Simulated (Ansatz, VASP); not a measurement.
# One calculation of V, two programs

```
V
1.0
    -1.49885    1.49885    1.51300
     1.49885   -1.49885    1.51300
     1.52715    1.52715   -1.51300
V
1
Direct
  0.00000 0.00000 0.00000
```

Change from the starting cell: strain +0.0187 x Voigt [0, 0, 0, 0, 0, 1], atoms carried along.

Alike in both runs: task single point; functional PBE; k mesh 22 × 22 × 22; occupations gaussian, width 0.15 eV; no spin polarisation.

```csv
,VASP,Ansatz
version,VASP 6.6.1,Ansatz 0.2.0
potentials or method,"VASP PAW PBE potentials, release 64 (V_sv), cutoff 520 eV","scalar-relativistic, plane waves, PAW"
valence electrons in the cell,13,13
```

|  | VASP | Ansatz | Ansatz less VASP |
| --- | --- | --- | --- |
| gap on the k mesh at the Fermi level (eV) | none | none | - |
| pressure (GPa) | -4.7 | -4.9 | -0.21 |
| traceless stress, the component that is largest in VASP (GPa) | -0.37 | -0.38 | -0.002 |

A gap of «none» marks a metal or a gap that the smearing closes. The functional is the same, so the differences come from potentials, cutoffs and numerics.
